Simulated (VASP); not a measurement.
# Sn3Se (Pm-3m) in VASP: notebook

Runs on Sn3Se. Level: PBEsol. Tasks: single point.

Everything below comes from runs of VASP 6.6.1. Logs are shortened: lines on timing, memory, paths and dates and some standing lists are left out, and cuts for length are marked.

### Step 1. The cell of the first run

Symmetry: Pm-3m, No. 221, cubic system. Conventional cell: a = 4.536 Å, b = 4.536 Å, c = 4.536 Å, α = 90.00°, β = 90.00°, γ = 90.00°. Within 4.2 Å of Sn (site symmetry 4/mmm) lie 8 Sn at 3.21 Å and 4 Se at 3.21 Å. Within 4.2 Å of Se (site symmetry m-3m) lie 12 Sn at 3.21 Å.

### Step 2. Single point, PBEsol

Input file INCAR:

```
SYSTEM = Sn3Se
ALGO = Normal ; EDIFF = 1E-6
ENCUT = 520 ; GGA = PS
ISIF = 2 ; ISMEAR = -1
LASPH = .TRUE. ; LCHARG = .TRUE.
LELF = .TRUE. ; LREAL = .FALSE.
LVHAR = .TRUE. ; LWAVE = .FALSE.
NBANDS = 32 ; NELM = 60
PREC = Accurate ; SIGMA = 0.05
```

Input file KPOINTS:

```
k-points
0
G
  6 6 6
  0 0 0
```

Input file POSCAR:

```
Sn3Se
1.0
    4.5361401035      0.0000000000      0.0000000000
    0.0000000000      4.5361401035      0.0000000000
    0.0000000000      0.0000000000      4.5361401035
Sn Se
3 1
Direct
    0.5000000000      0.5000000000      0.0000000000
    0.5000000000      0.0000000000      0.5000000000
    0.0000000000      0.5000000000      0.5000000000
    0.0000000000      0.0000000000      0.0000000000
```

Potentials or basis: VASP PAW PBE potentials, release 64 (Sn_d, Se).

Launch:

```sh
$ cat potpaw_PBE.64/Sn_d/POTCAR potpaw_PBE.64/Se/POTCAR > POTCAR
$ mpirun -np 1 vasp_std > vasp.out
```

OUTCAR:

```text
SYSTEM = Sn3Se
   EDIFF = 1E-6
   ENCUT = 520
   GGA = PS
   ISIF = 2
   ISMEAR = -1
   LASPH = .TRUE.
   LREAL = .FALSE.
   NELM = 60
   PREC = Accurate

 ion  position               nearest neighbor table
   1  0.500  0.500  0.000-   2 3.21   3 3.21   4 3.21   2 3.21   3 3.21   2 3.21   4 3.21   2 3.21
                             3 3.21   4 3.21   3 3.21   4 3.21
   2  0.500  0.000  0.500-   1 3.21   3 3.21   4 3.21   1 3.21   4 3.21   1 3.21   3 3.21   1 3.21
                             3 3.21   4 3.21   4 3.21   3 3.21
   3  0.000  0.500  0.500-   1 3.21   2 3.21   4 3.21   1 3.21   4 3.21   2 3.21   4 3.21   4 3.21
                             1 3.21   2 3.21   1 3.21   2 3.21
   4  0.000  0.000  0.000-   1 3.21   2 3.21   3 3.21   2 3.21   3 3.21   1 3.21   3 3.21   3 3.21
                             1 3.21   2 3.21   2 3.21   1 3.21

  LATTYP: Found a simple cubic cell.
 ALAT       =     4.5361401035

  Lattice vectors:

 A1 = (   4.5361401035,   0.0000000000,   0.0000000000)
 A2 = (   0.0000000000,   4.5361401035,   0.0000000000)
 A3 = (   0.0000000000,   0.0000000000,   4.5361401035)

Analysis of symmetry for initial positions (statically):
=====================================================================
 Subroutine PRICEL returns:
 Original cell was already a primitive cell.

 Routine SETGRP: Setting up the symmetry group for a
 simple cubic supercell.

 Subroutine GETGRP returns: Found 48 space group operations
 (whereof 48 operations were pure point group operations)
 out of a pool of 48 trial point group operations.

The static configuration has the point symmetry O_h .

Analysis of symmetry for dynamics (positions and initial velocities):
=====================================================================
 Subroutine PRICEL returns:
 Original cell was already a primitive cell.

 Routine SETGRP: Setting up the symmetry group for a
 simple cubic supercell.

 Subroutine GETGRP returns: Found 48 space group operations
 (whereof 48 operations were pure point group operations)
 out of a pool of 48 trial point group operations.

The dynamic configuration has the point symmetry O_h .

 Subroutine INISYM returns: Found 48 space group operations
 (whereof 48 operations are pure point group operations),
 and found     1 'primitive' translations

----------------------------------------------------------------------------------------

                                     Primitive cell

  volume of cell :      93.3382

  direct lattice vectors                    reciprocal lattice vectors
     4.536140104  0.000000000  0.000000000     0.220451745  0.000000000  0.000000000
     0.000000000  4.536140104  0.000000000     0.000000000  0.220451745  0.000000000
     0.000000000  0.000000000  4.536140104     0.000000000  0.000000000  0.220451745

  length of vectors
     4.536140104  4.536140104  4.536140104     0.220451745  0.220451745  0.220451745

  position of ions in fractional coordinates (direct lattice)
     0.500000000  0.500000000  0.000000000
     0.500000000  0.000000000  0.500000000
     0.000000000  0.500000000  0.500000000
     0.000000000  0.000000000  0.000000000

  ion indices of the primitive-cell ions
   primitive index   ion index
                 1           1
                 2           2
                 3           3
                 4           4

----------------------------------------------------------------------------------------

 KPOINTS: k-points

Automatic generation of k-mesh.
 Grid dimensions read from file:
 generate k-points for:    6    6    6

 Generating k-lattice:

  Cartesian coordinates                     Fractional coordinates (reciprocal lattice)
     0.036741957  0.000000000  0.000000000     0.166666667  0.000000000  0.000000000
     0.000000000  0.036741957  0.000000000     0.000000000  0.166666667  0.000000000
     0.000000000  0.000000000  0.036741957     0.000000000  0.000000000  0.166666667

  Length of vectors
     0.036741957  0.036741957  0.036741957

  Shift w.r.t. Gamma in fractional coordinates (k-lattice)
     0.000000000  0.000000000  0.000000000

 Subroutine IBZKPT returns following result:
 ===========================================

 Found     20 irreducible k-points:

 Following reciprocal coordinates:
            Coordinates               Weight
  0.000000  0.000000  0.000000      1.000000
  0.166667  0.000000  0.000000      6.000000
  0.333333  0.000000  0.000000      6.000000
  0.500000  0.000000  0.000000      3.000000
  0.166667  0.166667  0.000000     12.000000
  0.333333  0.166667  0.000000     24.000000
[... 12 lines left out ...]
  0.500000  0.500000  0.333333      6.000000
  0.500000  0.500000  0.500000      1.000000
   k-points           NKPTS =     20   k-points in BZ     NKDIM =     20   number of bands    NBANDS=     32
   number of dos      NEDOS =    301   number of ions     NIONS =      4
   total plane-waves  NPLWV =  46656
   dimension x,y,z NGX =    36 NGY =   36 NGZ =   36
   dimension x,y,z NGXF=    72 NGYF=   72 NGZF=   72
   ions per type =               3   1
   NGX,Y,Z   is equivalent  to a cutoff of  13.19, 13.19, 13.19 a.u.
   NGXF,Y,Z  is equivalent  to a cutoff of  26.39, 26.39, 26.39 a.u.
 SYSTEM =  Sn3Se
   PREC   = accura    normal or accurate (medium, high low for compatibility)
   ISTART =      0    job   : 0-new  1-cont  2-samecut
   ICHARG =      2    charge: 1-file 2-atom 10-const
   ISPIN  =      1    spin polarized calculation?
   LNONCOLLINEAR =      F non collinear calculations
   LSORBIT =      F    spin-orbit coupling
   LASPH  =      T    aspherical Exc in radial PAW
   ENCUT  =  520.0 eV  38.22 Ry    6.18 a.u.   8.43  8.43  8.43*2*pi/ulx,y,z
   NELM   =     60;   NELMIN=  2; NELMDL= -5     # of ELM steps
   EDIFF  = 0.1E-05   stopping-criterion for ELM
   LREAL  =      F    real-space projection
   EDIFFG = 0.1E-04   stopping-criterion for IOM
   NSW    =      0    number of steps for IOM
   IBRION =     -1    ionic relax: 0-MD 1-quasi-New 2-CG
   NFREE  =      0    steps in history (QN), initial steepest desc. (CG)
   ISIF   =      2    stress and relaxation
   ISYM   =      2    0-nonsym 1-usesym 2-fastsym
   POTIM  = 0.5000    time-step for ionic-motion
   TEBEG  =    0.0;   TEEND  =   0.0 temperature during run
   PSTRESS=    0.0 pullay stress
   NELECT =      48.0000    total number of electrons
   NUPDOWN=      -1.0000    fix difference up-down
   EMIN   =  10.00;   EMAX   =-10.00  energy-range for DOS
   EFERMI =   0.00;   METHOD = LEGACY
   ISMEAR =    -1;   SIGMA  =   0.05  broadening in eV -4-tet -1-fermi 0-gaus
   EFERMI_NEDOS =   21; number of points for ismear=-14 and -15
   IALGO  =     38    algorithm
   IMIX   =      4    mixing-type and parameters
     AMIX     =   0.40;   BMIX     =  1.00
     AMIX_MAG =   1.60;   BMIX_MAG =  1.00
  volume/ion in A,a.u.               =      23.33       157.47
  Fermi-wavevector in a.u.,A,eV,Ry     =   1.311602  2.478569 23.406105  1.720300
  Thomas-Fermi vector in A             =   2.442052
   LORBIT       =      0    0 simple, 1 ext, 2 COOP (PROOUT), +10 PAW based schemes
   GGA     = PS    functional components
   LHFCALC =     F    Hartree Fock is set to
   AEXX    =    0.0000 exact exchange contribution
   IVDW    =     0    specifies the selected vdW correction
   LEPSILON=     F    determine dielectric tensor
   LRPA    =     F    only Hartree local field effects (RPA)
 non-spin polarized calculation
  energy-cutoff  :      520.00
  volume of cell :       93.34
 maximum number of plane-waves:      2528
 NGX is ok and might be reduce to    36
   NGX = 17   NGY = 17   NGZ = 17

 number of electron      48.0000032 magnetization

 Free energy of the ion-electron system (eV)
  ---------------------------------------------------
  ext. energy  EPLUGINS =         0.00000000
  ---------------------------------------------------
  free energy    TOTEN  =       -16.46652699 eV

  energy without entropy =      -16.44669264  energy(sigma->0) =      -16.45660982

 E-fermi :   8.6817     XC(G=0): -10.9455

 val. band max:        8.6568071585   @ k =   0.0000   0.0000   0.0000
 cond. band min:       8.7295028452   @ k =   0.5000   0.5000   0.0000
 fundamental gap:      0.0726956866
 Fermi energy:         8.6816921626

 k-point     1 :       0.0000    0.0000    0.0000
  band No.  band energies     occupation
      1     -13.0650      2.00000
      2     -13.0650      2.00000
      3     -13.0650      2.00000
      4     -13.0134      2.00000
      5     -12.9963      2.00000
      6     -12.9963      2.00000
[... 24 lines left out ...]
     31      14.4566      0.00000
     32      14.4571      0.00000

 k-point     2 :       0.1667    0.0000    0.0000
  band No.  band energies     occupation
      1     -13.0610      2.00000
      2     -13.0435      2.00000
      3     -13.0435      2.00000
      4     -12.9988      2.00000
      5     -12.9936      2.00000
      6     -12.9834      2.00000
[... 24 lines left out ...]
     31      14.7410      0.00000
     32      15.2100      0.00000

 k-point     3 :       0.3333    0.0000    0.0000
  band No.  band energies     occupation
      1     -13.0524      2.00000
      2     -12.9917      2.00000
      3     -12.9861      2.00000
      4     -12.9861      2.00000
      5     -12.9579      2.00000
      6     -12.9508      2.00000
[... 24 lines left out ...]
     31      13.8963      0.00000
     32      14.9583      0.00000

 k-point     4 :       0.5000    0.0000    0.0000
  band No.  band energies     occupation
      1     -13.0478      2.00000
      2     -12.9900      2.00000
      3     -12.9374      2.00000
      4     -12.9374      2.00000
      5     -12.9274      2.00000
      6     -12.9259      2.00000
[... 514 lines left out ...]
     31      14.6793      0.00000
     32      17.2511      0.00000

 k-point    19 :       0.5000    0.5000    0.3333
  band No.  band energies     occupation
      1     -13.0140      2.00000
      2     -12.9917      2.00000
      3     -12.9917      2.00000
      4     -12.9798      2.00000
      5     -12.9619      2.00000
      6     -12.9591      2.00000
[... 24 lines left out ...]
     31      15.4215      0.00000
     32      16.9952      0.00000

 k-point    20 :       0.5000    0.5000    0.5000
  band No.  band energies     occupation
      1     -13.0254      2.00000
      2     -12.9942      2.00000
      3     -12.9942      2.00000
      4     -12.9942      2.00000
      5     -12.9704      2.00000
      6     -12.9704      2.00000
[... 24 lines left out ...]
     31      15.7369      0.00000
     32      16.4077      0.00000

------------------------ aborting loop because EDIFF is reached ----------------------------------------

  FORCE on cell =-STRESS in cart. coord.  units (eV):
  Direction    XX          YY          ZZ          XY          YZ          ZX
  --------------------------------------------------------------------------------------
  -------------------------------------------------------------------------------------
  Total        2.9076038      2.9076038      2.9076038      0.0000000     -0.0000000      0.0000000
  in kB       49.9098687     49.9098687     49.9098687      0.0000000     -0.0000000      0.0000000
  external PRESSURE =      49.9098687 kB  Pullay stress =       0.0000000 kB

 VOLUME and BASIS-vectors are now :
 -----------------------------------------------------------------------------
  energy-cutoff  :      520.00
  volume of cell :       93.34
      direct lattice vectors                 reciprocal lattice vectors
     4.536140104  0.000000000  0.000000000     0.220451745  0.000000000  0.000000000
     0.000000000  4.536140104  0.000000000     0.000000000  0.220451745  0.000000000
     0.000000000  0.000000000  4.536140104     0.000000000  0.000000000  0.220451745

 POSITION                                       TOTAL-FORCE (eV/Angst)
 -----------------------------------------------------------------------------------
      2.26807      2.26807      0.00000         0.000000      0.000000      0.000000
      2.26807      0.00000      2.26807         0.000000      0.000000      0.000000
      0.00000      2.26807      2.26807         0.000000      0.000000      0.000000
      0.00000      0.00000      0.00000         0.000000      0.000000      0.000000
 -----------------------------------------------------------------------------------
    total drift:                                0.000000      0.000000      0.000000

  FREE ENERGIE OF THE ION-ELECTRON SYSTEM (eV)
  ---------------------------------------------------
  free  energy   TOTEN  =       -16.4665269948 eV

  energy  without entropy=      -16.4466926401  energy(sigma->0) =      -16.45660982
```

Run time: 74 s. Hardware: 1 thread of AMD EPYC 7R43 (Zen 3), shared host; peak memory 0.19 GiB.

Results:

```
Free energy            : -16.4665 eV
Pressure               : 5.0 GPa
Band gap on the k mesh : zero (band 24 reaches 11.11 eV, above the bottom of band 25 at 8.25 eV)
```

Caveat: the PAW data sets were made with another functional, which shifts forces and pressure a little; spin-orbit coupling is left out, which moves the levels of the heavy elements.

### Step 3. Single point, PBEsol

This run uses another cell than the first one, of 25.26 Å³/atom, 1.082 times its volume.

Input file INCAR:

```
ALGO = Normal
EDIFF = 1E-7
ENCUT = 520
GGA = PS
ISIF = 2
ISMEAR = -1
LASPH = True
LCHARG = False
LREAL = False
LWAVE = False
NBANDS = 32
NELM = 80
PREC = Accurate
SIGMA = 0.05
```

Input file KPOINTS:

```
k-points
0
Gamma
  6 6 6
```

Input file POSCAR:

```
Sn3Se
1.0
    4.6573450309      0.0000000000      0.0000000000
    0.0000000000      4.6573450309      0.0000000000
    0.0000000000      0.0000000000      4.6573450309
Sn Se
3 1
Direct
    0.5000000000      0.5000000000      0.0000000000
    0.5000000000      0.0000000000      0.5000000000
    0.0000000000      0.5000000000      0.5000000000
    0.0000000000      0.0000000000      0.0000000000
```

Potentials or basis: VASP PAW PBE potentials, release 64 (Sn_d, Se).

Launch:

```sh
$ cat potpaw_PBE.64/Sn_d/POTCAR potpaw_PBE.64/Se/POTCAR > POTCAR
$ mpirun -np 1 vasp_std > vasp.out
```

It took 87 s on 1 thread of AMD EPYC 7R43 (Zen 3), shared host; peak memory 0.19 GiB.

It converged, with:

```
Free energy            : -16.5798 eV
Pressure               : 0.0 GPa
Band gap on the k mesh : zero (band 24 reaches 9.86 eV, above the bottom of band 25 at 7.38 eV)
```

Levels at points of the mesh, in eV from the Fermi level:
```
           k point  band 22  band 23  band 24  band 25  band 26  band 27
(0.00, 0.00, 0.00)    -4.56    -0.02    -0.02    -0.02     2.38     2.38
(0.50, 0.00, 0.00)    -1.95    -1.90    -1.90    -0.26     2.10     2.33
(0.50, 0.50, 0.00)    -2.00    -2.00    -0.56     0.03     0.03     0.09
(0.50, 0.50, 0.50)    -5.55    -4.97     2.16     2.16     2.16     6.23
```

Caveat: the PAW data sets were made with another functional, which shifts forces and pressure a little; spin-orbit coupling is left out, which moves the levels of the heavy elements.
